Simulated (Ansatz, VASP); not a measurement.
# LiGe16 in VASP and in Ansatz

```
Ge Li
1.0
     0.00000    5.66000    5.66000
     5.66000    0.00000    5.66000
     5.66000    5.66000    0.00000
Ge Li
16 1
Direct
  0.99627 0.00112 0.00136
  0.12708 0.12292 0.12297
  0.00222 0.99323 0.50224
  0.12715 0.12285 0.62714
  0.00184 0.50197 0.99429
  0.12699 0.62689 0.12308
  0.00202 0.50217 0.50204
  0.12553 0.62431 0.62532
  0.50128 0.00099 0.00123
  0.62481 0.12525 0.12488
  0.50136 0.00108 0.49634
  0.62302 0.12294 0.62704
  0.50117 0.49669 0.00113
  0.62321 0.62678 0.12318
  0.49452 0.50189 0.50178
  0.62313 0.62686 0.62694
  0.87755 0.37146 0.37666
```

Alike in both runs: functional PBEsol; k mesh 2 × 2 × 2; occupations fermi-dirac, width 0.15 eV; no spin polarisation.

Ansatz relaxed the structure, and its values are those at the end. VASP's run is a single point on that final structure, the one shown.

```csv
,VASP,Ansatz
version,VASP 6.6.1,Ansatz 0.2.0
potentials or method,"VASP PAW PBE potentials, release 64 (Ge_d, Li_sv), cutoff 650 eV","scalar-relativistic, plane waves, PAW"
valence electrons in the cell,227,227
```

Ansatz gave:

| Quantity | Value |
| --- | --- |
| rms of the force components (eV/Å) | 0.033 |

Problem. What did VASP give for the same quantities?

Solution. rms of the force components (eV/Å): 0.034.

VASP's potentials were made for PBE, not for PBEsol, and Ansatz warns of the same on its side.

The k mesh is coarse, so the values compare programs but aren't converged.
